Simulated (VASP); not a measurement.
BeNb2CuAg12, 16 atoms in the cell. The cell holds an amorphous packing of atoms, 16 atoms: a = 6.521 Å, b = 6.253 Å, c = 6.507 Å, α = 90.50°, β = 90.86°, γ = 95.43°. 

| Quantity | Value |
| --- | --- |
| Program | VASP 6.6.1 |
| Task | single point |
| Functional | PBE |
| Potentials or basis | VASP PAW PBE potentials, release 64 (Ag, Nb_sv, Be, Cu) |
| Cutoff | 520 eV |
| k mesh | 1 × 1 × 1, shifted |
| Occupations | fermi-dirac, width 0.1818 eV |
| Spin | no spin polarisation |
| Dipole correction | no |
| Further INCAR settings | LREAL = Auto; ALGO = Normal; EDIFF = 1e-07; NBANDS = 100; ISYM = 0 |

Potentials or basis: VASP PAW PBE potentials, release 64 (Ag, Nb_sv, Be, Cu).

Run with:

```console
$ cat potpaw_PBE.64/Ag/POTCAR potpaw_PBE.64/Nb_sv/POTCAR potpaw_PBE.64/Be/POTCAR potpaw_PBE.64/Cu/POTCAR > POTCAR
$ mpirun -np 1 vasp_std > vasp.out
```

Hardware: 1 thread of Intel(R) Xeon(R) Platinum 8259CL CPU @ 2.50GHz (Skylake/Cascade Lake) (shared host).

Estimate the wall time of this run.

Run time: 2.2 min on 1 thread of Intel(R) Xeon(R) Platinum 8259CL CPU @ 2.50GHz (Skylake/Cascade Lake) (shared host), peak memory 0.33 GiB. Counts: scf iterations 19, k points 1.
